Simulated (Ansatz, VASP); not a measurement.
## LiF: VASP beside Ansatz

```
CELL_PARAMETERS angstrom
0.00000 1.97986 1.97986
1.97986 0.00000 1.97986
1.97986 1.97986 0.00000
ATOMIC_POSITIONS crystal
Li 0.00000 0.00000 0.00000
F 0.50000 0.50000 0.50000
```

Change from the starting cell: volume scaled by 0.95, PAW files.

Alike in both runs: task electric field gradients; functional PBE; k mesh 10 × 10 × 10; occupations fermi-dirac, width 0.03 eV; no spin polarisation.

|  | VASP | Ansatz |
| --- | --- | --- |
| version | VASP 6.6.1 | Ansatz 0.2.0 |
| potentials or method | VASP PAW PBE potentials, release 64 (Li_sv, F) | PAW with Ansatz's default frozen-core files, scalar-relativistic |
| plane-wave cutoff (eV) | 520 | 420 |
| valence electrons in the cell | 10 | 10 |

|  | VASP | Ansatz | Ansatz less VASP |
| --- | --- | --- | --- |
| gap on the k mesh at the Fermi level (eV) | 9.56 | 9.56 | -0.003 |

The functional is the same, so the differences come from potentials, cutoffs and numerics.

Noted on VASP's run: the cutoff is short for stress, so the pressure is rough.
